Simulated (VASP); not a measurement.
# Ge (P-1) in VASP: single point with PBEsol

Aim: the single point of Ge with PBEsol.

All numbers are computed with VASP 6.6.1; they aren't measurements. Logs are shortened: lines on timing, memory, paths and dates and some standing lists are left out, and cuts for length are marked.

## (1) The cell of the first run

The typed cell holds 4 atoms: a = 3.998 Å, b = 3.946 Å, c = 6.601 Å, α = 89.36°, β = 88.27°, γ = 118.70°.

## (2) Single point, PBEsol (equal xy, yz and zx shear strains of +3 %)

INCAR reads:

```
SYSTEM = Ge
ALGO = Normal ; EDIFF = 1E-6
ENCUT = 520 ; GGA = PS
ISIF = 2 ; ISMEAR = -1
LASPH = .TRUE. ; LCHARG = .FALSE.
LREAL = .FALSE. ; LWAVE = .FALSE.
NBANDS = 36 ; NELM = 80
PREC = Accurate ; SIGMA = 0.05
```

KPOINTS reads:

```
k-points
0
G
  11 11 6
  0 0 0
```

POSCAR reads:

```
Ge
1.0
    3.9975858431      0.0599637876      0.0599637876
   -1.9468627582      3.4320290002      0.0219482696
    0.0989906692      0.0989906692      6.5993779500
Ge
4
Direct
    0.6666666667      0.3333333333      0.0629012500
    0.3333333333      0.6666666667      0.5629012500
    0.6666666667      0.3333333333      0.4370987500
    0.3333333333      0.6666666667      0.9370987500
```

Potentials or basis: VASP PAW PBE potentials, release 64 (Ge_d).

The run is started by

```
cat potpaw_PBE.64/Ge_d/POTCAR > POTCAR
mpirun -np 1 vasp_std > vasp.out
```

OUTCAR:

```text
SYSTEM = Ge
   EDIFF = 1E-6
   ENCUT = 520
   GGA = PS
   ISIF = 2
   ISMEAR = -1
   LASPH = .TRUE.
   LREAL = .FALSE.
   NELM = 80
   PREC = Accurate

 ion  position               nearest neighbor table
   1  0.667  0.333  0.063-   4 2.43   4 2.45   3 2.47   4 2.48
   2  0.333  0.667  0.563-   3 2.42   3 2.43   4 2.47   3 2.51
   3  0.667  0.333  0.437-   2 2.42   2 2.43   1 2.47   2 2.51
   4  0.333  0.667  0.937-   1 2.43   1 2.45   2 2.47   1 2.48

  LATTYP: Found a triclinic cell.
 ALAT       =     4.0504553307
 B/A-ratio  =     0.9741696453
 C/A-ratio  =     1.6296594096
 COS(alpha) =     0.0112057054
 COS(beta)  =     0.0407400298
 COS(gamma) =     0.5001712246

  Lattice vectors:

 A1 = (   2.0507230849,   3.4919927878,   0.0819120572)
 A2 = (  -1.9468627582,   3.4320290002,   0.0219482696)
 A3 = (   0.0989906692,   0.0989906692,   6.5993779500)

Analysis of symmetry for initial positions (statically):
=====================================================================
 Subroutine PRICEL returns:
 Original cell was already a primitive cell.

 Routine SETGRP: Setting up the symmetry group for a
 triclinic supercell.

 Subroutine GETGRP returns: Found  2 space group operations
 (whereof  2 operations were pure point group operations)
 out of a pool of  2 trial point group operations.

The static configuration has the point symmetry S_2 .

Analysis of symmetry for dynamics (positions and initial velocities):
=====================================================================
 Subroutine PRICEL returns:
 Original cell was already a primitive cell.

 Routine SETGRP: Setting up the symmetry group for a
 triclinic supercell.

 Subroutine GETGRP returns: Found  2 space group operations
 (whereof  2 operations were pure point group operations)
 out of a pool of  2 trial point group operations.

The dynamic configuration has the point symmetry S_2 .

 Subroutine INISYM returns: Found  2 space group operations
 (whereof  2 operations are pure point group operations),
 and found     1 'primitive' translations

----------------------------------------------------------------------------------------

                                     Primitive cell

  volume of cell :      91.2723

  direct lattice vectors                    reciprocal lattice vectors
     3.997585843  0.059963788  0.059963788     0.248126627  0.140790340 -0.005833755
    -1.946862758  3.432029000  0.021948270    -0.004270605  0.288977585 -0.004270605
     0.098990669  0.098990669  6.599377950    -0.002240344 -0.002240344  0.151596643

  length of vectors
     3.998485199  3.945830633  6.600862643     0.285346764  0.289040690  0.151629748

  position of ions in fractional coordinates (direct lattice)
     0.666666667  0.333333333  0.062901250
     0.333333333  0.666666667  0.562901250
     0.666666667  0.333333333  0.437098750
     0.333333333  0.666666667  0.937098750

  ion indices of the primitive-cell ions
   primitive index   ion index
                 1           1
                 2           2
                 3           3
                 4           4

----------------------------------------------------------------------------------------

 KPOINTS: k-points

Automatic generation of k-mesh.
 Grid dimensions read from file:
 generate k-points for:   11   11    6

 Generating k-lattice:

  Cartesian coordinates                     Fractional coordinates (reciprocal lattice)
     0.022556966  0.012799122 -0.000530341     0.090909091 -0.000000000  0.000000000
    -0.000388237  0.026270690 -0.000388237    -0.000000000  0.090909091 -0.000000000
    -0.000373391 -0.000373391  0.025266107     0.000000000 -0.000000000  0.166666667

  Length of vectors
     0.025940615  0.026276426  0.025271625

  Shift w.r.t. Gamma in fractional coordinates (k-lattice)
     0.000000000  0.000000000  0.000000000

 Subroutine IBZKPT returns following result:
 ===========================================

 Found    364 irreducible k-points:

 Following reciprocal coordinates:
            Coordinates               Weight
  0.000000  0.000000  0.000000      1.000000
  0.090909 -0.000000  0.000000      2.000000
  0.181818 -0.000000  0.000000      2.000000
  0.272727 -0.000000  0.000000      2.000000
  0.363636  0.000000  0.000000      2.000000
  0.454545 -0.000000  0.000000      2.000000
[... 16 lines left out ...]
  0.454545  0.181818  0.000000      2.000000
 -0.454545  0.181818 -0.000000      2.000000
 [... further k-points ...]
   k-points           NKPTS =    364   k-points in BZ     NKDIM =    364   number of bands    NBANDS=     36
   number of dos      NEDOS =    301   number of ions     NIONS =      4
   total plane-waves  NPLWV =  45000
   dimension x,y,z NGX =    30 NGY =   30 NGZ =   50
   dimension x,y,z NGXF=    60 NGYF=   60 NGZF=  100
   ions per type =               4
   NGX,Y,Z   is equivalent  to a cutoff of  12.47, 12.64, 12.59 a.u.
   NGXF,Y,Z  is equivalent  to a cutoff of  24.95, 25.28, 25.19 a.u.
 SYSTEM =  Ge
   PREC   = accura    normal or accurate (medium, high low for compatibility)
   ISTART =      0    job   : 0-new  1-cont  2-samecut
   ICHARG =      2    charge: 1-file 2-atom 10-const
   ISPIN  =      1    spin polarized calculation?
   LNONCOLLINEAR =      F non collinear calculations
   LSORBIT =      F    spin-orbit coupling
   LASPH  =      T    aspherical Exc in radial PAW
   ENCUT  =  520.0 eV  38.22 Ry    6.18 a.u.   7.43  7.34 12.27*2*pi/ulx,y,z
   NELM   =     80;   NELMIN=  2; NELMDL= -5     # of ELM steps
   EDIFF  = 0.1E-05   stopping-criterion for ELM
   LREAL  =      F    real-space projection
   EDIFFG = 0.1E-04   stopping-criterion for IOM
   NSW    =      0    number of steps for IOM
   IBRION =     -1    ionic relax: 0-MD 1-quasi-New 2-CG
   NFREE  =      0    steps in history (QN), initial steepest desc. (CG)
   ISIF   =      2    stress and relaxation
   ISYM   =      2    0-nonsym 1-usesym 2-fastsym
   POTIM  = 0.5000    time-step for ionic-motion
   TEBEG  =    0.0;   TEEND  =   0.0 temperature during run
   PSTRESS=    0.0 pullay stress
   NELECT =      56.0000    total number of electrons
   NUPDOWN=      -1.0000    fix difference up-down
   EMIN   =  10.00;   EMAX   =-10.00  energy-range for DOS
   EFERMI =   0.00;   METHOD = LEGACY
   ISMEAR =    -1;   SIGMA  =   0.05  broadening in eV -4-tet -1-fermi 0-gaus
   EFERMI_NEDOS =   21; number of points for ismear=-14 and -15
   IALGO  =     38    algorithm
   IMIX   =      4    mixing-type and parameters
     AMIX     =   0.40;   BMIX     =  1.00
     AMIX_MAG =   1.60;   BMIX_MAG =  1.00
  volume/ion in A,a.u.               =      22.82       153.98
  Fermi-wavevector in a.u.,A,eV,Ry     =   1.391098  2.628795 26.329381  1.935155
  Thomas-Fermi vector in A             =   2.514970
   LORBIT       =      0    0 simple, 1 ext, 2 COOP (PROOUT), +10 PAW based schemes
   GGA     = PS    functional components
   LHFCALC =     F    Hartree Fock is set to
   AEXX    =    0.0000 exact exchange contribution
   IVDW    =     0    specifies the selected vdW correction
   LEPSILON=     F    determine dielectric tensor
   LRPA    =     F    only Hartree local field effects (RPA)
 non-spin polarized calculation
  energy-cutoff  :      520.00
  volume of cell :       91.27
 maximum number of plane-waves:      2483
 NGX is ok and might be reduce to    30
   NGX = 15   NGY = 15   NGZ = 25

 number of electron      56.0000018 magnetization

 Free energy of the ion-electron system (eV)
  ---------------------------------------------------
  ext. energy  EPLUGINS =         0.00000000
  ---------------------------------------------------
  free energy    TOTEN  =       -19.64277133 eV

  energy without entropy =      -19.64125445  energy(sigma->0) =      -19.64201289

 E-fermi :   4.8586     XC(G=0): -10.0875

 val. band max:        4.8427064066   @ k =   0.0000  -0.0000   0.1667
 cond. band min:       4.9647553305   @ k =   0.0000   0.0000   0.0000
 fundamental gap:      0.1220489239
 Fermi energy:         4.8586202278

 k-point     1 :       0.0000    0.0000    0.0000
  band No.  band energies     occupation
      1     -20.0198      2.00000
      2     -19.9995      2.00000
      3     -19.9798      2.00000
      4     -19.9756      2.00000
      5     -19.9571      2.00000
      6     -19.9503      2.00000
[... 28 lines left out ...]
     35       9.5525      0.00000
     36      10.7983      0.00000

 k-point     2 :       0.0909   -0.0000    0.0000
  band No.  band energies     occupation
      1     -20.0215      2.00000
      2     -20.0056      2.00000
      3     -19.9824      2.00000
      4     -19.9788      2.00000
      5     -19.9577      2.00000
      6     -19.9466      2.00000
[... 28 lines left out ...]
     35       9.8706      0.00000
     36      11.2374      0.00000

 k-point     3 :       0.1818   -0.0000    0.0000
  band No.  band energies     occupation
      1     -20.0251      2.00000
      2     -20.0148      2.00000
      3     -19.9881      2.00000
      4     -19.9858      2.00000
      5     -19.9599      2.00000
      6     -19.9384      2.00000
[... 28 lines left out ...]
     35      10.4392      0.00000
     36      10.7586      0.00000

 k-point     4 :       0.2727   -0.0000    0.0000
  band No.  band energies     occupation
      1     -20.0281      2.00000
      2     -20.0203      2.00000
      3     -19.9955      2.00000
      4     -19.9924      2.00000
      5     -19.9579      2.00000
      6     -19.9325      2.00000
[... 28 lines left out ...]
     35      11.3017      0.00000
     36      11.8358      0.00000

 k-point     5 :       0.3636    0.0000    0.0000
  band No.  band energies     occupation
      1     -20.0287      2.00000
      2     -20.0218      2.00000
      3     -20.0040      2.00000
      4     -19.9965      2.00000
      5     -19.9513      2.00000
      6     -19.9291      2.00000
[... 655 lines left out ...]
 k-point    22 :       0.3636    0.1818    0.0000
  band No.  band energies     occupation
      1     -20.0366      2.00000
      2     -20.0217      2.00000
      3     -20.0127      2.00000
      4     -20.0078      2.00000
      5     -19.9182      2.00000
      6     -19.9039      2.00000
[... 28 lines left out ...]
     35      11.8954      0.00000
     36      12.3452      0.00000

 k-point    23 :       0.4545    0.1818    0.0000
  band No.  band energies     occupation
      1     -20.0356      2.00000
      2     -20.0192      2.00000
      3     -20.0165      2.00000
      4     -20.0058      2.00000
      5     -19.9207      2.00000
      6     -19.8982      2.00000
[... 28 lines left out ...]
     35      11.6778      0.00000
     36      12.2769      0.00000

 k-point    24 :      -0.4545    0.1818   -0.0000
  band No.  band energies     occupation
      1     -20.0340      2.00000
      2     -20.0213      2.00000
      3     -20.0095      2.00000
      4     -20.0003      2.00000
      5     -19.9358      2.00000
      6     -19.9121      2.00000
[... 28 lines left out ...]
     35      10.7301      0.00000
     36      11.7035      0.00000

 [... further k-points ...]
[... 5 lines left out ...]
  --------------------------------------------------------------------------------------
  -------------------------------------------------------------------------------------
  Total        0.0458931      0.0327406     -0.0919032     -1.1551536     -0.8169131     -0.8186377
  in kB        0.8056000      0.5747232     -1.6132520    -20.2773588    -14.3399459    -14.3702196
  external PRESSURE =      -0.0776429 kB  Pullay stress =       0.0000000 kB

 VOLUME and BASIS-vectors are now :
 -----------------------------------------------------------------------------
  energy-cutoff  :      520.00
  volume of cell :       91.27
      direct lattice vectors                 reciprocal lattice vectors
     3.997585843  0.059963788  0.059963788     0.248126627  0.140790340 -0.005833755
    -1.946862758  3.432029000  0.021948270    -0.004270605  0.288977585 -0.004270605
     0.098990669  0.098990669  6.599377950    -0.002240344 -0.002240344  0.151596643

 POSITION                                       TOTAL-FORCE (eV/Angst)
 -----------------------------------------------------------------------------------
      2.02233      1.19021      0.46240         0.052951     -0.159690      0.005103
      0.09034      2.36373      3.74942        -0.353549     -0.138222      0.025530
      2.05937      1.22725      2.93187         0.353549      0.138222     -0.025530
      0.12738      2.40077      6.21889        -0.052951      0.159690     -0.005103
 -----------------------------------------------------------------------------------
    total drift:                               -0.000000      0.000000     -0.000000

  FREE ENERGIE OF THE ION-ELECTRON SYSTEM (eV)
  ---------------------------------------------------
  free  energy   TOTEN  =       -19.6427713260 eV

  energy  without entropy=      -19.6412544546  energy(sigma->0) =      -19.64201289
```

It took 19 min on 1 thread of Oxide Virtual Turin-like, shared host; peak memory 0.79 GiB.

What came out:

```
Free energy   : -19.6428 eV
Pressure      : 0.0 GPa
Largest force : 0.380 eV/Å
```

Forces in eV/Å, atoms in the order of the input:
```
Ge   0.053 -0.160  0.005
Ge  -0.354 -0.138  0.026
Ge   0.354  0.138 -0.026
Ge  -0.053  0.160 -0.005
```

Caveat: the cell differs from its parent crystal (equal xy, yz and zx shear strains of +3 %); the PAW data sets were made with another functional, which shifts forces and pressure a little.
